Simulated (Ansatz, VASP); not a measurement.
**One calculation of GeSe5, two programs**

```
CELL_PARAMETERS angstrom
3.68584 0.00000 0.00000
-1.84292 3.19203 0.00000
0.00000 0.00000 13.32707
ATOMIC_POSITIONS crystal
Ge 0.00000 0.00000 0.00000
Se 0.66667 0.33333 0.88735
Se 0.33333 0.66667 0.11265
Se 0.33333 0.66667 0.61978
Se 0.00000 0.00000 0.50000
Se 0.66667 0.33333 0.38022
```

Alike in both runs: functional PBE; k mesh 12 × 12 × 4; occupations gaussian, width 0.1 eV; no spin polarisation.

Ansatz relaxed the structure, and its values are those at the end. VASP's run is a single point on that final structure, the one shown.

|  | VASP | Ansatz |
| --- | --- | --- |
| version | VASP 6.6.1 | Ansatz 0.2.0 |
| potentials or method | VASP PAW PBE potentials, release 64 (Ge_d, Se), cutoff 520 eV | scalar-relativistic, plane waves, PAW |
| valence electrons in the cell | 44 | 94 |

```csv
,VASP,Ansatz,Ansatz less VASP
gap on the k mesh at the Fermi level (eV),none,none,-
pressure (GPa),0.1,0.0,-0.07
rms of the force components (eV/Å),0.006,0.000,-0.0058
```

A gap of «none» marks a metal or a gap that the smearing closes. VASP's potentials hold 44 valence electrons a cell and Ansatz's 94, so a difference there can come from the potentials and not from the codes.
